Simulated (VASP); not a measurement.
Set up this calculation in VASP 6.6.1, as the native input.

```yaml
Task: single point
Functional: PBE
Potentials_or_basis: VASP PAW PBE potentials, release 64 (Pd)
Cutoff: 520 eV
k_mesh: 16 × 16 × 15
Occupations: fermi-dirac, width 0.08 eV
Spin: no spin polarisation
Dipole_correction: no
Further_INCAR_settings: ALGO = Normal; EDIFF = 1e-06; NBANDS = 11
```

The structure of Pd lies in POSCAR:

```
Pd
1.0
    2.3831717369      0.0000000000      0.0000000000
   -1.1915858685      2.0638872657      0.0000000000
    0.0000000000      0.0000000000      2.2969159375
Pd
1
Direct
    0.0000000000      0.0000000000      0.0000000000
```

This cell differs from its parent crystal: volume scaled by 0.68.

One way to write it, as run:

INCAR

```
SYSTEM = Pd
PREC = Accurate
ENCUT = 520
EDIFF = 1E-6
ISMEAR = -1
SIGMA = 0.08
LREAL = .FALSE.
LASPH = .TRUE.
NELM = 80
ALGO = Normal
ISIF = 2
LWAVE = .FALSE.
LCHARG = .FALSE.
GGA = PE
NBANDS = 11
```

KPOINTS

```
regular mesh
0
G
  16 16 15
  0 0 0
```

Potentials or basis: VASP PAW PBE potentials, release 64 (Pd).

The run is started by

```bash
$ cat potpaw_PBE.64/Pd/POTCAR > POTCAR
$ mpirun -np 1 vasp_std > vasp.out
```

Results of the run:

```
Pressure               : 151.1 GPa
Band gap on the k mesh : zero (band 5 reaches 17.09 eV, above the bottom of band 6 at 13.05 eV)
```

Wall time 23 s on 1 thread of Intel(R) Xeon(R) Platinum 8488C (Sapphire Rapids), with other jobs on the host, peak memory 0.14 GiB.
